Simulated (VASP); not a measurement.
# Au (P6_3/mmc) in VASP: notebook

The runs below take Au through single point, with PBEsol.

Everything below comes from runs of VASP 6.6.1. Logs are shortened: lines on timing, memory, paths and dates and some standing lists are left out, and cuts for length are marked.

### 1 The cell of the first run

Symmetry: P6_3/mmc, No. 194, hexagonal system. Conventional cell: a = 2.943 Å, b = 2.943 Å, c = 4.807 Å, α = 90.00°, β = 90.00°, γ = 120.00°. Au (site symmetry -6m2) has 12 Au at 2.94 Å within 3.9 Å.

This isn't the form of Au at room conditions, which is fcc.

### 2 Single point, PBEsol (strain +0.015 along x and y, -0.015 along z)

File INCAR:

```
SYSTEM = Au
PREC = Accurate
ENCUT = 520
EDIFF = 1E-7
ISMEAR = 0
SIGMA = 0.15
LREAL = .FALSE.
LASPH = .TRUE.
NELM = 80
ALGO = Fast
ISIF = 2
LWAVE = .FALSE.
LCHARG = .TRUE.
GGA = PS
LELF = .TRUE.
LVHAR = .TRUE.
NBANDS = 18
```

File KPOINTS:

```
regular mesh
0
G
  18 18 10
  0 0 0
```

File POSCAR:

```
Au
1.0
    2.9434983866      0.0000000000      0.0000000000
   -1.4717491933      2.5491443788      0.0000000000
    0.0000000000      0.0000000000      4.8068000000
Au
2
Direct
    0.3333333333      0.6666666667      0.7500000000
    0.6666666667      0.3333333333      0.2500000000
```

Potentials or basis: VASP PAW PBE potentials, release 64 (Au).

Run with:

```sh
$ cat potpaw_PBE.64/Au/POTCAR > POTCAR
$ mpirun -np 1 vasp_std > vasp.out
```

OUTCAR:

```text
SYSTEM = Au
   PREC = Accurate
   ENCUT = 520
   EDIFF = 1E-7
   ISMEAR = 0
   LREAL = .FALSE.
   LASPH = .TRUE.
   NELM = 80
   ISIF = 2
   GGA = PS

 ion  position               nearest neighbor table
   1  0.333  0.667  0.750-   2 2.94   2 2.94   2 2.94   2 2.94   2 2.94   2 2.94
   2  0.667  0.333  0.250-   1 2.94   1 2.94   1 2.94   1 2.94   1 2.94   1 2.94

  LATTYP: Found a hexagonal cell.
 ALAT       =     2.9434983866
 C/A-ratio  =     1.6330228078

  Lattice vectors:

 A1 = (   2.9434983866,   0.0000000000,   0.0000000000)
 A2 = (  -1.4717491933,   2.5491443788,   0.0000000000)
 A3 = (   0.0000000000,   0.0000000000,   4.8068000000)

Analysis of symmetry for initial positions (statically):
=====================================================================
 Subroutine PRICEL returns:
 Original cell was already a primitive cell.

 Routine SETGRP: Setting up the symmetry group for a
 hexagonal supercell.

 Subroutine GETGRP returns: Found 24 space group operations
 (whereof 12 operations were pure point group operations)
 out of a pool of 24 trial point group operations.

The static configuration has the point symmetry D_3d.
 The point group associated with its full space group is D_6h.

Analysis of symmetry for dynamics (positions and initial velocities):
=====================================================================
 Subroutine PRICEL returns:
 Original cell was already a primitive cell.

 Routine SETGRP: Setting up the symmetry group for a
 hexagonal supercell.

 Subroutine GETGRP returns: Found 24 space group operations
 (whereof 12 operations were pure point group operations)
 out of a pool of 24 trial point group operations.

The dynamic configuration has the point symmetry D_3d.
 The point group associated with its full space group is D_6h.

 Subroutine INISYM returns: Found 24 space group operations
 (whereof 12 operations are pure point group operations),
 and found     1 'primitive' translations

----------------------------------------------------------------------------------------

                                     Primitive cell

  volume of cell :      36.0674

  direct lattice vectors                    reciprocal lattice vectors
     2.943498387  0.000000000  0.000000000     0.339731798  0.196144245  0.000000000
    -1.471749193  2.549144379  0.000000000     0.000000000  0.392288490  0.000000000
     0.000000000  0.000000000  4.806800000     0.000000000  0.000000000  0.208038612

  length of vectors
     2.943498387  2.943498387  4.806800000     0.392288490  0.392288490  0.208038612

  position of ions in fractional coordinates (direct lattice)
     0.333333333  0.666666667  0.750000000
     0.666666667  0.333333333  0.250000000

  ion indices of the primitive-cell ions
   primitive index   ion index
                 1           1
                 2           2

----------------------------------------------------------------------------------------

 KPOINTS: regular mesh

Automatic generation of k-mesh.
 Grid dimensions read from file:
 generate k-points for:   18   18   10

 Generating k-lattice:

  Cartesian coordinates                     Fractional coordinates (reciprocal lattice)
     0.018873989  0.010896903  0.000000000     0.055555556 -0.000000000  0.000000000
     0.000000000  0.021793805  0.000000000     0.000000000  0.055555556  0.000000000
     0.000000000  0.000000000  0.020803861     0.000000000  0.000000000  0.100000000

  Length of vectors
     0.021793805  0.021793805  0.020803861

  Shift w.r.t. Gamma in fractional coordinates (k-lattice)
     0.000000000  0.000000000  0.000000000

 Subroutine IBZKPT returns following result:
 ===========================================

 Found    222 irreducible k-points:

 Following reciprocal coordinates:
            Coordinates               Weight
  0.000000  0.000000  0.000000      1.000000
  0.055556  0.000000  0.000000      6.000000
  0.111111  0.000000  0.000000      6.000000
  0.166667  0.000000  0.000000      6.000000
  0.222222  0.000000  0.000000      6.000000
  0.277778  0.000000  0.000000      6.000000
[... 16 lines left out ...]
  0.333333  0.111111  0.000000     12.000000
  0.388889  0.111111  0.000000     12.000000
 [... further k-points ...]
   k-points           NKPTS =    222   k-points in BZ     NKDIM =    222   number of bands    NBANDS=     18
   number of dos      NEDOS =    301   number of ions     NIONS =      2
   total plane-waves  NPLWV =  20736
   dimension x,y,z NGX =    24 NGY =   24 NGZ =   36
   dimension x,y,z NGXF=    48 NGYF=   48 NGZF=   72
   ions per type =               2
   NGX,Y,Z   is equivalent  to a cutoff of  13.55, 13.55, 12.45 a.u.
   NGXF,Y,Z  is equivalent  to a cutoff of  27.11, 27.11, 24.90 a.u.
 SYSTEM =  Au
   PREC   = accura    normal or accurate (medium, high low for compatibility)
   ISTART =      0    job   : 0-new  1-cont  2-samecut
   ICHARG =      2    charge: 1-file 2-atom 10-const
   ISPIN  =      1    spin polarized calculation?
   LNONCOLLINEAR =      F non collinear calculations
   LSORBIT =      F    spin-orbit coupling
   LASPH  =      T    aspherical Exc in radial PAW
   ENCUT  =  520.0 eV  38.22 Ry    6.18 a.u.   5.47  5.47  8.94*2*pi/ulx,y,z
   NELM   =     80;   NELMIN=  2; NELMDL= -5     # of ELM steps
   EDIFF  = 0.1E-06   stopping-criterion for ELM
   LREAL  =      F    real-space projection
   EDIFFG = 0.1E-05   stopping-criterion for IOM
   NSW    =      0    number of steps for IOM
   IBRION =     -1    ionic relax: 0-MD 1-quasi-New 2-CG
   NFREE  =      0    steps in history (QN), initial steepest desc. (CG)
   ISIF   =      2    stress and relaxation
   ISYM   =      2    0-nonsym 1-usesym 2-fastsym
   POTIM  = 0.5000    time-step for ionic-motion
   TEBEG  =    0.0;   TEEND  =   0.0 temperature during run
   PSTRESS=    0.0 pullay stress
   NELECT =      22.0000    total number of electrons
   NUPDOWN=      -1.0000    fix difference up-down
   EMIN   =  10.00;   EMAX   =-10.00  energy-range for DOS
   EFERMI =   0.00;   METHOD = LEGACY
   ISMEAR =     0;   SIGMA  =   0.15  broadening in eV -4-tet -1-fermi 0-gaus
   EFERMI_NEDOS =   21; number of points for ismear=-14 and -15
   IALGO  =     68    algorithm
   IMIX   =      4    mixing-type and parameters
     AMIX     =   0.40;   BMIX     =  1.00
     AMIX_MAG =   1.60;   BMIX_MAG =  1.00
  volume/ion in A,a.u.               =      18.03       121.70
  Fermi-wavevector in a.u.,A,eV,Ry     =   1.388388  2.623674 26.226892  1.927622
  Thomas-Fermi vector in A             =   2.512519
   LORBIT       =      0    0 simple, 1 ext, 2 COOP (PROOUT), +10 PAW based schemes
   GGA     = PS    functional components
   LHFCALC =     F    Hartree Fock is set to
   AEXX    =    0.0000 exact exchange contribution
   IVDW    =     0    specifies the selected vdW correction
   LEPSILON=     F    determine dielectric tensor
   LRPA    =     F    only Hartree local field effects (RPA)
 non-spin polarized calculation
 RMM-DIIS sequential band-by-band and
 Gauss-broadening in eV      SIGMA  =   0.15
  energy-cutoff  :      520.00
  volume of cell :       36.07
 maximum number of plane-waves:       999
 NGX is ok and might be reduce to    24
   NGX = 11   NGY = 11   NGZ = 17

 number of electron      22.0000001 magnetization

 Free energy of the ion-electron system (eV)
  ---------------------------------------------------
  ext. energy  EPLUGINS =         0.00000000
  ---------------------------------------------------
  free energy    TOTEN  =        -7.77183411 eV

  energy without entropy =       -7.76309485  energy(sigma->0) =       -7.76746448

 E-fermi :   8.2848     XC(G=0): -12.5514

 val. band max:        8.2770487936   @ k =   0.4444   0.0556   0.2000
 cond. band min:       8.2978196900   @ k =   0.5000   0.0000   0.3000
 fundamental gap:      0.0207708964
 Fermi energy:         8.2848177841

 k-point     1 :       0.0000    0.0000    0.0000
  band No.  band energies     occupation
      1      -0.9727      2.00000
      2       1.5277      2.00000
      3       3.9656      2.00000
      4       4.0865      2.00000
      5       4.0865      2.00000
      6       4.4016      2.00000
[... 10 lines left out ...]
     17      25.8282      0.00000
     18      25.8282      0.00000

 k-point     2 :       0.0556    0.0000    0.0000
  band No.  band energies     occupation
      1      -0.8817      2.00000
      2       1.6002      2.00000
      3       3.8813      2.00000
      4       4.1450      2.00000
      5       4.1645      2.00000
      6       4.3717      2.00000
[... 10 lines left out ...]
     17      25.2999      0.00000
     18      25.6869      0.00000

 k-point     3 :       0.1111    0.0000    0.0000
  band No.  band energies     occupation
      1      -0.6138      2.00000
      2       1.8039      2.00000
      3       3.7358      2.00000
      4       4.2434      2.00000
      5       4.3168      2.00000
      6       4.3570      2.00000
[... 10 lines left out ...]
     17      24.8790      0.00000
     18      26.0278      0.00000

 k-point     4 :       0.1667    0.0000    0.0000
  band No.  band energies     occupation
      1      -0.1874      2.00000
      2       2.0864      2.00000
      3       3.5938      2.00000
      4       4.1419      2.00000
      5       4.2022      2.00000
      6       4.5615      2.00000
[... 375 lines left out ...]
      4       3.6597      2.00000
      5       3.9942      2.00000
      6       4.2414      2.00000
[... 10 lines left out ...]
     17      22.0617      0.00000
     18      23.6786      0.00000

 k-point    23 :       0.3333    0.1111    0.0000
  band No.  band energies     occupation
      1       2.0362      2.00000
      2       2.3625      2.00000
      3       2.6938      2.00000
      4       3.9406      2.00000
      5       4.0081      2.00000
      6       4.4293      2.00000
[... 10 lines left out ...]
     17      21.1039      0.00000
     18      23.0965      0.00000

 k-point    24 :       0.3889    0.1111    0.0000
  band No.  band energies     occupation
      1       2.1742      2.00000
      2       2.2688      2.00000
      3       2.5507      2.00000
      4       3.9195      2.00000
      5       4.3244      2.00000
      6       4.3474      2.00000
[... 10 lines left out ...]
     17      20.2664      0.00000
     18      22.7559      0.00000

 [... further k-points ...]

------------------------ aborting loop because EDIFF is reached ----------------------------------------

  FORCE on cell =-STRESS in cart. coord.  units (eV):
  Direction    XX          YY          ZZ          XY          YZ          ZX
  --------------------------------------------------------------------------------------
  -------------------------------------------------------------------------------------
  Total       -2.0422682     -2.0422682     -1.6676166      0.0000000      0.0000000      0.0000000
  in kB      -90.7212599    -90.7212599    -74.0785548      0.0000000      0.0000000      0.0000000
  external PRESSURE =     -85.1736915 kB  Pullay stress =       0.0000000 kB

 VOLUME and BASIS-vectors are now :
 -----------------------------------------------------------------------------
  energy-cutoff  :      520.00
  volume of cell :       36.07
      direct lattice vectors                 reciprocal lattice vectors
     2.943498387  0.000000000  0.000000000     0.339731798  0.196144245  0.000000000
    -1.471749193  2.549144379  0.000000000     0.000000000  0.392288490  0.000000000
     0.000000000  0.000000000  4.806800000     0.000000000  0.000000000  0.208038612

 POSITION                                       TOTAL-FORCE (eV/Angst)
 -----------------------------------------------------------------------------------
     -0.00000      1.69943      3.60510        -0.000000      0.000000      0.000000
      1.47175      0.84971      1.20170         0.000000      0.000000      0.000000
 -----------------------------------------------------------------------------------
    total drift:                               -0.000000      0.000000     -0.000000

  FREE ENERGIE OF THE ION-ELECTRON SYSTEM (eV)
  ---------------------------------------------------
  free  energy   TOTEN  =        -7.7718341083 eV

  energy  without entropy=       -7.7630948469  energy(sigma->0) =       -7.76746448
```

Run time: 1.9 min. Hardware: 1 thread of Intel Xeon 8259CL, shared host; peak memory 0.25 GiB.

Results:

| Item | Value |
| --- | --- |
| Free energy | -7.7718 eV |
| Pressure | -8.5 GPa |
| Band gap on the k mesh | zero (bands 11 and 12 overlap by 6.47 eV) |

Levels at points of the mesh, in eV from the Fermi level:
| k point | band 7 | band 8 | band 9 | band 10 | band 11 | band 12 | band 13 | band 14 | band 15 | band 16 |
| --- | --- | --- | --- | --- | --- | --- | --- | --- | --- | --- |
| (0.00, 0.00, 0.00) | -3.88 | -3.42 | -3.42 | -2.04 | -2.04 | -0.69 | 2.81 | 14.49 | 16.19 | 16.74 |
| (0.50, 0.00, 0.00) | -3.46 | -1.85 | -1.76 | -1.65 | 0.33 | 1.35 | 5.82 | 7.14 | 7.27 | 9.87 |
| (0.00, 0.00, 0.50) | -4.27 | -4.27 | -2.47 | -2.47 | -2.47 | -2.47 | 10.90 | 10.90 | 14.75 | 14.75 |
| (0.50, 0.00, 0.50) | -2.23 | -2.23 | -1.73 | -1.73 | 0.57 | 0.57 | 3.66 | 3.66 | 13.14 | 13.14 |

Caveat: the cell differs from its parent crystal (strain +0.015 along x and y, -0.015 along z); the cell stands under tension; the PAW data sets were made with another functional, which shifts forces and pressure a little; spin-orbit coupling is left out, which moves the levels of the heavy elements.

### 3 Single point, PBEsol (strain +0.000 along x and y, +0.030 along z)

File INCAR:

```
  ALGO = Fast
  EDIFF = 1E-6
  ENCUT = 520
  GGA = PS
  ISIF = 2
  ISMEAR = 0
  LASPH = True
  LCHARG = True
  LELF = True
  LREAL = False
  LVHAR = True
  LWAVE = False
  NBANDS = 18
  NELM = 80
  PREC = Accurate
  SIGMA = 0.15
```

File KPOINTS:

```
k-points
0
Gamma
  18 18 10
```

File POSCAR:

```
Au
1.0
    2.8999984104      0.0000000000      0.0000000000
   -1.4499992052      2.5114722944      0.0000000000
    0.0000000000      0.0000000000      5.0264000000
Au
2
Direct
    0.3333333333      0.6666666667      0.7500000000
    0.6666666667      0.3333333333      0.2500000000
```

Potentials or basis: VASP PAW PBE potentials, release 64 (Au).

Run with:

```sh
$ cat potpaw_PBE.64/Au/POTCAR > POTCAR
$ mpirun -np 1 vasp_std > vasp.out
```

Wall time 3.5 min (1 thread of Intel Xeon 8259CL, shared host); peak memory 0.25 GiB.

It converged, with:

```
Free energy            : -7.7438 eV
Pressure               : -9.8 GPa
Band gap on the k mesh : zero (bands 11 and 12 overlap by 6.47 eV)
```

Stress tensor (GPa, compression positive):
```
 -9.55   0.00   0.00
  0.00  -9.55   0.00
  0.00   0.00 -10.44
```

Levels at points of the mesh, in eV from the Fermi level:
| k point | band 7 | band 8 | band 9 | band 10 | band 11 | band 12 | band 13 | band 14 | band 15 | band 16 |
| --- | --- | --- | --- | --- | --- | --- | --- | --- | --- | --- |
| (0.00, 0.00, 0.00) | -4.00 | -3.18 | -3.18 | -2.10 | -2.10 | -1.07 | 1.96 | 14.76 | 15.01 | 16.66 |
| (0.50, 0.00, 0.00) | -3.34 | -1.97 | -1.73 | -1.59 | 0.43 | 1.55 | 5.32 | 6.66 | 6.86 | 10.45 |
| (0.00, 0.00, 0.50) | -4.24 | -4.24 | -2.50 | -2.50 | -2.50 | -2.50 | 9.45 | 9.45 | 15.04 | 15.04 |
| (0.50, 0.00, 0.50) | -2.31 | -2.31 | -1.65 | -1.65 | 0.59 | 0.59 | 3.66 | 3.66 | 12.42 | 12.42 |

Caveat: the cell differs from its parent crystal (strain +0.000 along x and y, +0.030 along z); the cell stands under tension; the PAW data sets were made with another functional, which shifts forces and pressure a little; spin-orbit coupling is left out, which moves the levels of the heavy elements.
